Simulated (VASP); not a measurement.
Here is a VASP 6.6.1 calculation.

The input INCAR:

```
PREC = Accurate ; ENCUT = 520
EDIFF = 1E-8 ; ISMEAR = -1
SIGMA = 0.01 ; LREAL = False
LASPH = True ; NELM = 60
ALGO = Normal ; ISIF = 2
LWAVE = False ; LCHARG = False
GGA = CA ; LEFG = True
NBANDS = 11
```

File KPOINTS:

```
Automatic mesh
0
Gamma
  8 8 8
```

POSCAR

```
MgS
1.0
    0.0000000000      2.5929487644      2.5929487644
    2.5929487644      0.0000000000      2.5929487644
    2.5929487644      2.5929487644      0.0000000000
Mg S
1 1
Direct
    0.0000000000      0.0000000000      0.0000000000
    0.5000000000      0.5000000000      0.5000000000
```

Potentials or basis: VASP PAW LDA potentials, release 64 (Mg, S).

Launch:

```console
$ cat potpaw_LDA.64/Mg/POTCAR potpaw_LDA.64/S/POTCAR > POTCAR
$ mpirun -np 1 vasp_std > vasp.out
```

(1) Estimate the pressure.

(2) Predict the band gap on the k mesh.

Answers

(1) -3.1 GPa.

(2) 2.58 eV, indirect (least direct gap 3.57 eV).

Caveat: without QUAD_EFG the Cq values of the log hold for a quadrupole moment of 1 mb, not for the nuclei.
